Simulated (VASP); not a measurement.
Runs of VASP 6.6.1 on AlP. It takes space group F-43m (No. 216, cubic). Conventional cell: a = 5.479 Å, b = 5.479 Å, c = 5.479 Å, α = 90.00°, β = 90.00°, γ = 90.00°. Al (site symmetry -43m) has 4 P at 2.37 Å within 3.1 Å. P (site symmetry -43m) has 4 Al at 2.37 Å within 3.1 Å. 

```tsv
level	potentials or basis	k mesh	cutoff (eV)	grid for exact exchange (PRECFOCK)	screening parameter	gap on the mesh (eV)	pressure (GPa)
HSE06	VASP PAW PBE potentials, release 64 (Al, P)	4 × 4 × 4	400	Normal	0.2079 1/Å	2.30	(b)
PBE	VASP PAW PBE potentials, release 64 (Al, P)	4 × 4 × 4	500	-	-	1.58	(a)
r2SCAN	VASP PAW PBE potentials, release 64 (Al, P)	4 × 4 × 4	550	-	-	1.91	0.1
LDA	VASP PAW LDA potentials, release 64 (Al, P)	4 × 4 × 4	500	-	-	1.43	-1.7
PBE	VASP PAW PBE potentials, release 64 (Al, P)	6 × 6 × 6	500	-	-	1.60	1.3
```

Alike in all rows: task single point; no spin polarisation; cell as given; smearing gaussian 0.01 eV.

Question: Estimate the missing entries.

Answer: (a) 1.7; (b) 0.0.

Caveats: some runs use coarse meshes; the PAW data sets were made with another functional, which shifts forces and pressure a little (some runs).

A k mesh can miss the band edges.
